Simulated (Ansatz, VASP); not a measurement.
# One calculation of SiNi2, two programs

INCAR

```
PREC = Accurate ; ENCUT = 520
EDIFF = 1E-7 ; ISMEAR = 0
SIGMA = 0.15 ; LREAL = False
LASPH = True ; NELM = 100
ALGO = Fast ; ISIF = 2
LWAVE = False ; LCHARG = False
GGA = PS ; NBANDS = 33
```

KPOINTS

```
regular mesh
0
Gamma
  12 12 10
```

Contents of POSCAR:

```
SiNi2
1.0
    3.8684636248      0.0000000000      0.0000000000
   -1.9342318124      3.3501877727      0.0000000000
    0.0000000000      0.0000000000      4.7694757210
Si Ni
2 4
Direct
    0.3333333333      0.6666666667      0.7500000000
    0.6666666667      0.3333333333      0.2500000000
    0.0000000000      0.0000000000      0.0000000000
    0.0000000000      0.0000000000      0.5000000000
    0.3333333333      0.6666666667      0.2500000000
    0.6666666667      0.3333333333      0.7500000000
```

Input for Ansatz:

```yaml
crystal:
  lattice:
    - [3.8684636248, 0.0, 0.0]
    - [-1.9342318124, 3.3501877727, 0.0]
    - [0.0, 0.0, 4.769475721]
  atoms:
    - { symbol: Si, position: [0.3333333333, 0.6666666667, 0.75] }
    - { symbol: Si, position: [0.6666666667, 0.3333333333, 0.25] }
    - { symbol: Ni, position: [0.0, 0.0, 0.0] }
    - { symbol: Ni, position: [0.0, 0.0, 0.5] }
    - { symbol: Ni, position: [0.3333333333, 0.6666666667, 0.25] }
    - { symbol: Ni, position: [0.6666666667, 0.3333333333, 0.75] }
basis:
  ecutwfc: 420
kpoints:
  mp_grid: { grid: [12, 12, 10] }
hamiltonian:
  xc: pbesol
scf:
  occupations: { method: gaussian, width: 0.15 }
output:
  forces: true
  stress: true
  eigenvalues: true
```

Change from the starting cell: strain +0.000 along x and y, -0.030 along z, atoms carried along.

Alike in both runs: task single point; functional PBEsol; k mesh 12 × 12 × 10; occupations gaussian, width 0.15 eV; no spin polarisation.

|  | VASP | Ansatz |
| --- | --- | --- |
| version | VASP 6.6.1 | Ansatz 0.2.0 |
| potentials or method | VASP PAW PBE potentials, release 64 (Si, Ni), cutoff 520 eV | scalar-relativistic, plane waves, PAW |
| valence electrons in the cell | 48 | 80 |

|  | VASP | Ansatz | Ansatz less VASP |
| --- | --- | --- | --- |
| gap on the k mesh at the Fermi level (eV) | none | none | - |
| pressure (GPa) | 7.2 | 7.0 | -0.18 |
| traceless stress, the component that is largest in VASP (GPa) | 5.90 | 6.07 | +0.167 |

VASP's potentials were made for PBE, not for PBEsol. A gap of «none» marks a metal or a gap that the smearing closes. VASP's potentials hold 48 valence electrons a cell and Ansatz's 80, so a difference there can come from the potentials and not from the codes.
